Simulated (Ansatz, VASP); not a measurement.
# HfH2: VASP beside Ansatz

The input INCAR:

```
  ALGO = Normal
  EDIFF = 1E-7
  ENCUT = 520
  ISIF = 2
  ISMEAR = -1
  LASPH = True
  LCHARG = False
  LREAL = False
  LWAVE = False
  NBANDS = 13
  NELM = 60
  PREC = Accurate
  SIGMA = 0.03
```

File KPOINTS:

```
k-points
0
Gamma
  15 15 15
```

The input POSCAR:

```
HfH2
1.0
   -1.7646497024      1.7646497024      2.1868652827
    1.7646497024     -1.7646497024      2.1868652827
    1.7646497024      1.7646497024     -2.1868652827
Hf H
1 2
Direct
    0.0000000000      0.0000000000      0.0000000000
    0.2500000000      0.7500000000      0.5000000000
    0.7500000000      0.2500000000      0.5000000000
```

Input for Ansatz:

```yaml
crystal:
  lattice:
    - [-1.7646497024, 1.7646497024, 2.1868652827]
    - [1.7646497024, -1.7646497024, 2.1868652827]
    - [1.7646497024, 1.7646497024, -2.1868652827]
  atoms:
    - { symbol: Hf, position: [0.0, 0.0, 0.0] }
    - { symbol: H, position: [0.25, 0.75, 0.5] }
    - { symbol: H, position: [0.75, 0.25, 0.5] }
kpoints:
  mp_grid: { grid: [15, 15, 15] }
scf:
  occupations: { method: fermi_dirac, width: 0.03 }
hamiltonian:
  xc: lda
  pseudopotentials: { kind: all_electron, lapw: { basis_error: 0.0005 } }
output:
  forces: true
  stress: true
  eigenvalues: true
```

Change from the starting cell: volume scaled by 1.06.

Alike in both runs: task single point; functional LDA; k mesh 15 × 15 × 15; occupations fermi-dirac, width 0.03 eV; no spin polarisation.

```csv
,VASP,Ansatz
version,VASP 6.6.1,Ansatz 0.2.0
potentials or method,"VASP PAW LDA potentials, release 64 (Hf_pv, H), cutoff 520 eV","all-electron LAPW, scalar-relativistic"
```

VASP gave:

```
pressure (GPa)                                                : -12.6
traceless stress, the component that is largest in VASP (GPa) : 0.26
```

Question: Estimate Ansatz's values.

Answer: Pressure (GPa): -12.4; traceless stress, the component that is largest in VASP (GPa): 0.23.

LDA's correlation is that of Perdew and Zunger in VASP and of Perdew and Wang (1992) in Ansatz. Ansatz ran all-electron here, and VASP with PAW potentials.

Spin-orbit coupling is off throughout.
